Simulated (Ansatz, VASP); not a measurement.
Sb: VASP beside Ansatz

File INCAR:

```
SYSTEM = Sb
  ALGO = Normal
  EDIFF = 1E-7
  ENCUT = 520
  ISIF = 2
  ISMEAR = -1
  LASPH = .True.
  LCHARG = .False.
  LREAL = .False.
  LWAVE = .False.
  NBANDS = 12
  NELM = 60
  PREC = Accurate
  SIGMA = 0.1
```

File KPOINTS:

```
k-points
0
Gamma
  6 6 6
  0 0 0
```

The input POSCAR:

```
Sb
1.0
    2.1456002536      1.2387628840      3.6587425366
   -2.1456002536      1.2387628840      3.6587425366
    0.0000000000     -2.4775257680      3.6587425366
Sb
2
Direct
    0.2359371474      0.2359371474      0.2359371474
    0.7640628526      0.7640628526      0.7640628526
```

Input for Ansatz:

```yaml
crystal:
  lattice:
    - [2.1456002536, 1.238762884, 3.6587425366]
    - [-2.1456002536, 1.238762884, 3.6587425366]
    - [0.0, -2.477525768, 3.6587425366]
  atoms:
    - { symbol: Sb, position: [0.2359371474, 0.2359371474, 0.2359371474] }
    - { symbol: Sb, position: [0.7640628526, 0.7640628526, 0.7640628526] }
hamiltonian:
  xc: lda
  pseudopotentials:
    kind: paw
    azcp:
      Sb: "pseudopotentials/Sb.paw.azcp"
basis:
  ecutwfc: 420
  fft_grid_basis: typed
kpoints:
  mp_grid: { grid: [6, 6, 6], shift: [0, 0, 0] }
magnetization:
  spin_polarized: false
scf:
  occupations: { method: fermi_dirac, width: 0.1 }
  lower_state_search: "off"
output:
  stress: true
```

Alike in both runs: task single point; functional LDA; k mesh 6 × 6 × 6; occupations fermi-dirac, width 0.1 eV; no spin polarisation.

|  | VASP | Ansatz |
| --- | --- | --- |
| version | VASP 6.6.1 | Ansatz 0.2.0 |
| potentials or method | VASP PAW LDA potentials, release 64 (Sb), cutoff 520 eV | plane waves (420 eV) with PAW, scalar-relativistic |
| valence electrons in the cell | 10 | 30 |

|  | VASP | Ansatz | Ansatz less VASP |
| --- | --- | --- | --- |
| pressure (GPa) | 0.3 | 0.1 | -0.29 |
| traceless stress, the component that is largest in VASP (GPa) | 0.11 | 0.16 | +0.048 |

Ansatz warns that its potentials were made for another functional, while VASP's fit it. LDA's correlation is that of Perdew and Zunger in VASP and of Perdew and Wang (1992) in Ansatz. VASP's potentials hold 10 valence electrons a cell and Ansatz's 30, so a difference there can come from the potentials and not from the codes.

Spin-orbit coupling is off throughout.
